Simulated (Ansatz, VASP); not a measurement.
**Cu in VASP and in Ansatz**

```
CELL_PARAMETERS angstrom
0.00000 2.11845 4.58415
1.29454 0.00000 4.58415
1.29454 2.11845 0.00000
ATOMIC_POSITIONS crystal
Cu 0.13255 0.13255 0.86745
Cu 0.86745 0.86745 0.13255
```

Alike in both runs: functional PBE; k mesh 8 × 8 × 8; occupations gaussian, width 0.1 eV; no spin polarisation.

Ansatz relaxed the structure, and its values are those at the end. VASP's run is a single point on that final structure, the one shown.

```csv
,VASP,Ansatz
version,VASP 6.6.1,Ansatz 0.2.0
potentials or method,"VASP PAW PBE potentials, release 64 (Cu_sv_GW), cutoff 820 eV","scalar-relativistic, plane waves, PAW"
valence electrons in the cell,38,38
```

|  | VASP | Ansatz | Ansatz less VASP |
| --- | --- | --- | --- |
| gap on the k mesh at the Fermi level (eV) | none | none | - |
| pressure (GPa) | -1.9 | 0.0 | +1.88 |
| rms of the force components (eV/Å) | 0.002 | 0.003 | +0.0012 |

A gap of «none» marks a metal or a gap that the smearing closes.

The k mesh is coarse, so the values compare programs but aren't converged.
